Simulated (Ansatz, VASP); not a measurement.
**One calculation of Sn, two programs**

```
Sn
1.0
    -1.97222    1.97222    1.97222
     1.97222   -1.97222    1.97222
     1.97222    1.97222   -1.97222
Sn
1
Direct
  0.00000 0.00000 0.00000
```

Alike in both runs: task single point; functional RPBE; k mesh 13 × 13 × 13; occupations fermi-dirac, width 0.1 eV; no spin polarisation.

|  | VASP | Ansatz |
| --- | --- | --- |
| version | VASP 6.6.1 | Ansatz 0.2.0 |
| potentials or method | VASP PAW PBE potentials, release 64 (Sn_d), cutoff 520 eV | plane waves (420 eV) with PAW, scalar-relativistic |
| valence electrons in the cell | 14 | 14 |

|  | VASP | Ansatz | Ansatz less VASP |
| --- | --- | --- | --- |
| pressure (GPa) | -2.6 | -2.5 | +0.05 |

VASP's potentials were made for PBE, not for RPBE.
